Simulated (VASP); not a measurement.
# Ga (Pm-3m) in VASP: a series of runs

The runs below take Ga through single point, with PBEsol.

All numbers are computed with VASP 6.6.1; they aren't measurements. Logs are shortened: lines on timing, memory, paths and dates and some standing lists are left out, and cuts for length are marked.

### 1 The cell of the first run

It takes space group Pm-3m (No. 221, cubic). Conventional cell: a = 2.658 Å, b = 2.658 Å, c = 2.658 Å, α = 90.00°, β = 90.00°, γ = 90.00°. Within 3.5 Å of Ga (site symmetry m-3m) lie 6 Ga at 2.66 Å.

### 2 Single point, PBEsol

File INCAR:

```
  PREC = Accurate
  ENCUT = 520
  EDIFF = 1E-6
  ISMEAR = -1
  SIGMA = 0.1
  LREAL = False
  LASPH = True
  NELM = 60
  ALGO = Normal
  ISIF = 2
  LWAVE = False
  LCHARG = True
  GGA = PS
  LELF = True
  LVHAR = True
  NBANDS = 12
```

File KPOINTS:

```
regular mesh
0
Gamma
  11 11 11
```

File POSCAR:

```
Ga
1.0
    2.6583048624      0.0000000000      0.0000000000
    0.0000000000      2.6583048624      0.0000000000
    0.0000000000      0.0000000000      2.6583048624
Ga
1
Direct
    0.0000000000      0.0000000000      0.0000000000
```

Potentials or basis: VASP PAW PBE potentials, release 64 (Ga_d).

On the command line:

```console
cat potpaw_PBE.64/Ga_d/POTCAR > POTCAR
mpirun -np 1 vasp_std > vasp.out
```

OUTCAR:

```text
PREC = Accurate
   ENCUT = 520
   EDIFF = 1E-6
   ISMEAR = -1
   LREAL = False
   LASPH = True
   NELM = 60
   ISIF = 2
   GGA = PS

 ion  position               nearest neighbor table
   1  0.000  0.000  0.000-

  LATTYP: Found a simple cubic cell.
 ALAT       =     2.6583048624

  Lattice vectors:

 A1 = (   2.6583048624,   0.0000000000,   0.0000000000)
 A2 = (   0.0000000000,   2.6583048624,   0.0000000000)
 A3 = (   0.0000000000,   0.0000000000,   2.6583048624)

Analysis of symmetry for initial positions (statically):
=====================================================================
 Subroutine PRICEL returns:
 Original cell was already a primitive cell.

 Routine SETGRP: Setting up the symmetry group for a
 simple cubic supercell.

 Subroutine GETGRP returns: Found 48 space group operations
 (whereof 48 operations were pure point group operations)
 out of a pool of 48 trial point group operations.

The static configuration has the point symmetry O_h .

Analysis of symmetry for dynamics (positions and initial velocities):
=====================================================================
 Subroutine PRICEL returns:
 Original cell was already a primitive cell.

 Routine SETGRP: Setting up the symmetry group for a
 simple cubic supercell.

 Subroutine GETGRP returns: Found 48 space group operations
 (whereof 48 operations were pure point group operations)
 out of a pool of 48 trial point group operations.

The dynamic configuration has the point symmetry O_h .

 Subroutine INISYM returns: Found 48 space group operations
 (whereof 48 operations are pure point group operations),
 and found     1 'primitive' translations

----------------------------------------------------------------------------------------

                                     Primitive cell

  volume of cell :      18.7851

  direct lattice vectors                    reciprocal lattice vectors
     2.658304862  0.000000000  0.000000000     0.376179577  0.000000000  0.000000000
     0.000000000  2.658304862  0.000000000     0.000000000  0.376179577  0.000000000
     0.000000000  0.000000000  2.658304862     0.000000000  0.000000000  0.376179577

  length of vectors
     2.658304862  2.658304862  2.658304862     0.376179577  0.376179577  0.376179577

  position of ions in fractional coordinates (direct lattice)
     0.000000000  0.000000000  0.000000000

  ion indices of the primitive-cell ions
   primitive index   ion index
                 1           1

----------------------------------------------------------------------------------------

 KPOINTS: regular mesh

Automatic generation of k-mesh.
 Grid dimensions read from file:
 generate k-points for:   11   11   11

 Generating k-lattice:

  Cartesian coordinates                     Fractional coordinates (reciprocal lattice)
     0.034198143  0.000000000  0.000000000     0.090909091  0.000000000  0.000000000
     0.000000000  0.034198143  0.000000000     0.000000000  0.090909091  0.000000000
     0.000000000  0.000000000  0.034198143     0.000000000  0.000000000  0.090909091

  Length of vectors
     0.034198143  0.034198143  0.034198143

  Shift w.r.t. Gamma in fractional coordinates (k-lattice)
     0.000000000  0.000000000  0.000000000

 Subroutine IBZKPT returns following result:
 ===========================================

 Found     56 irreducible k-points:

 Following reciprocal coordinates:
            Coordinates               Weight
  0.000000  0.000000  0.000000      1.000000
  0.090909  0.000000  0.000000      6.000000
  0.181818  0.000000  0.000000      6.000000
  0.272727  0.000000  0.000000      6.000000
  0.363636  0.000000  0.000000      6.000000
  0.454545  0.000000  0.000000      6.000000
[... 16 lines left out ...]
  0.181818  0.090909  0.090909     24.000000
  0.272727  0.090909  0.090909     24.000000
 [... further k-points ...]
   k-points           NKPTS =     56   k-points in BZ     NKDIM =     56   number of bands    NBANDS=     12
   number of dos      NEDOS =    301   number of ions     NIONS =      1
   total plane-waves  NPLWV =   8000
   dimension x,y,z NGX =    20 NGY =   20 NGZ =   20
   dimension x,y,z NGXF=    40 NGYF=   40 NGZF=   40
   ions per type =               1
   NGX,Y,Z   is equivalent  to a cutoff of  12.51, 12.51, 12.51 a.u.
   NGXF,Y,Z  is equivalent  to a cutoff of  25.02, 25.02, 25.02 a.u.
 SYSTEM =  unknown system
   PREC   = accura    normal or accurate (medium, high low for compatibility)
   ISTART =      0    job   : 0-new  1-cont  2-samecut
   ICHARG =      2    charge: 1-file 2-atom 10-const
   ISPIN  =      1    spin polarized calculation?
   LNONCOLLINEAR =      F non collinear calculations
   LSORBIT =      F    spin-orbit coupling
   LASPH  =      T    aspherical Exc in radial PAW
   ENCUT  =  520.0 eV  38.22 Ry    6.18 a.u.   4.94  4.94  4.94*2*pi/ulx,y,z
   NELM   =     60;   NELMIN=  2; NELMDL= -5     # of ELM steps
   EDIFF  = 0.1E-05   stopping-criterion for ELM
   LREAL  =      F    real-space projection
   EDIFFG = 0.1E-04   stopping-criterion for IOM
   NSW    =      0    number of steps for IOM
   IBRION =     -1    ionic relax: 0-MD 1-quasi-New 2-CG
   NFREE  =      0    steps in history (QN), initial steepest desc. (CG)
   ISIF   =      2    stress and relaxation
   ISYM   =      2    0-nonsym 1-usesym 2-fastsym
   POTIM  = 0.5000    time-step for ionic-motion
   TEBEG  =    0.0;   TEEND  =   0.0 temperature during run
   PSTRESS=    0.0 pullay stress
   NELECT =      13.0000    total number of electrons
   NUPDOWN=      -1.0000    fix difference up-down
   EMIN   =  10.00;   EMAX   =-10.00  energy-range for DOS
   EFERMI =   0.00;   METHOD = LEGACY
   ISMEAR =    -1;   SIGMA  =   0.10  broadening in eV -4-tet -1-fermi 0-gaus
   EFERMI_NEDOS =   21; number of points for ismear=-14 and -15
   IALGO  =     38    algorithm
   IMIX   =      4    mixing-type and parameters
     AMIX     =   0.40;   BMIX     =  1.00
     AMIX_MAG =   1.60;   BMIX_MAG =  1.00
  volume/ion in A,a.u.               =      18.79       126.77
  Fermi-wavevector in a.u.,A,eV,Ry     =   1.448053  2.736424 28.529483  2.096858
  Thomas-Fermi vector in A             =   2.565938
   LORBIT       =      0    0 simple, 1 ext, 2 COOP (PROOUT), +10 PAW based schemes
   GGA     = PS    functional components
   LHFCALC =     F    Hartree Fock is set to
   AEXX    =    0.0000 exact exchange contribution
   IVDW    =     0    specifies the selected vdW correction
   LEPSILON=     F    determine dielectric tensor
   LRPA    =     F    only Hartree local field effects (RPA)
 non-spin polarized calculation
  energy-cutoff  :      520.00
  volume of cell :       18.79
 maximum number of plane-waves:       517
 NGX is ok and might be reduce to    20
   NGX =  9   NGY =  9   NGZ =  9

 number of electron      12.9999992 magnetization

 Free energy of the ion-electron system (eV)
  ---------------------------------------------------
  ext. energy  EPLUGINS =         0.00000000
  ---------------------------------------------------
  free energy    TOTEN  =        -3.27481147 eV

  energy without entropy =       -3.25828402  energy(sigma->0) =       -3.26654774

 E-fermi :   5.1837     XC(G=0): -11.1029

 val. band max:        5.0292799592   @ k =   0.3636   0.2727   0.0909
 cond. band min:       5.2259724569   @ k =   0.4545   0.4545   0.1818
 fundamental gap:      0.1966924977
 Fermi energy:         5.1837078956

 k-point     1 :       0.0000    0.0000    0.0000
  band No.  band energies     occupation
      1      -9.9853      2.00000
      2      -9.9853      2.00000
      3      -9.3811      2.00000
      4      -9.3811      2.00000
      5      -9.3811      2.00000
      6      -5.8589      2.00000
      7      14.5537      0.00000
      8      14.5537      0.00000
      9      14.5537      0.00000
     10      17.4843      0.00000
     11      17.4843      0.00000
     12      20.2432      0.00000

 k-point     2 :       0.0909    0.0000    0.0000
  band No.  band energies     occupation
      1      -9.9815      2.00000
      2      -9.9536      2.00000
      3      -9.3945      2.00000
      4      -9.3945      2.00000
      5      -9.3799      2.00000
      6      -5.6825      2.00000
      7      12.2309      0.00000
      8      14.7396      0.00000
      9      14.7396      0.00000
     10      17.6317      0.00000
     11      18.9680      0.00000
     12      21.5013      0.00000

 k-point     3 :       0.1818    0.0000    0.0000
  band No.  band energies     occupation
      1      -9.9713      2.00000
      2      -9.8713      2.00000
      3      -9.4302      2.00000
      4      -9.4302      2.00000
      5      -9.3769      2.00000
      6      -5.1485      2.00000
      7       9.0476      0.00000
      8      15.2846      0.00000
      9      15.2846      0.00000
     10      18.0750      0.00000
     11      19.7490      0.00000
     12      25.1092      0.00000
[... 286 lines left out ...]
 k-point    23 :       0.1818    0.0909    0.0909
  band No.  band energies     occupation
      1      -9.9212      2.00000
      2      -9.8447      2.00000
      3      -9.4491      2.00000
      4      -9.4433      2.00000
      5      -9.4039      2.00000
      6      -4.7964      2.00000
      7       9.3596      0.00000
      8      12.8355      0.00000
      9      13.5526      0.00000
     10      21.1309      0.00000
     11      22.0126      0.00000
     12      25.0931      0.00000

 k-point    24 :       0.2727    0.0909    0.0909
  band No.  band energies     occupation
      1      -9.9081      2.00000
      2      -9.7369      2.00000
      3      -9.4996      2.00000
      4      -9.4917      2.00000
      5      -9.3994      2.00000
      6      -3.9010      2.00000
      7       6.3971      0.00001
      8      13.6638      0.00000
      9      14.3970      0.00000
     10      21.8450      0.00000
     11      22.1877      0.00000
     12      24.4287      0.00000

 [... further k-points ...]

------------------------ aborting loop because EDIFF is reached ----------------------------------------

  FORCE on cell =-STRESS in cart. coord.  units (eV):
  Direction    XX          YY          ZZ          XY          YZ          ZX
  --------------------------------------------------------------------------------------
  -------------------------------------------------------------------------------------
  Total        0.0056177      0.0056177      0.0056177     -0.0000000     -0.0000000      0.0000000
  in kB        0.4791334      0.4791334      0.4791334     -0.0000000     -0.0000000      0.0000000
  external PRESSURE =       0.4791334 kB  Pullay stress =       0.0000000 kB

 VOLUME and BASIS-vectors are now :
 -----------------------------------------------------------------------------
  energy-cutoff  :      520.00
  volume of cell :       18.79
      direct lattice vectors                 reciprocal lattice vectors
     2.658304862  0.000000000  0.000000000     0.376179577  0.000000000  0.000000000
     0.000000000  2.658304862  0.000000000     0.000000000  0.376179577  0.000000000
     0.000000000  0.000000000  2.658304862     0.000000000  0.000000000  0.376179577

 POSITION                                       TOTAL-FORCE (eV/Angst)
 -----------------------------------------------------------------------------------
      0.00000      0.00000      0.00000         0.000000      0.000000      0.000000
 -----------------------------------------------------------------------------------
    total drift:                                0.000000      0.000000      0.000000

  FREE ENERGIE OF THE ION-ELECTRON SYSTEM (eV)
  ---------------------------------------------------
  free  energy   TOTEN  =        -3.2748114687 eV

  energy  without entropy=       -3.2582840182  energy(sigma->0) =       -3.26654774
```

It took 3.8 s on 1 thread of Intel Xeon 6975P-C (Granite Rapids), shared host; peak memory 0.12 GiB.

What came out:

* Free energy: -3.2748 eV
* Pressure: 0.0 GPa

Caveat: the PAW data sets were made with another functional, which shifts forces and pressure a little.

(Part 1 of 2 ends here.)
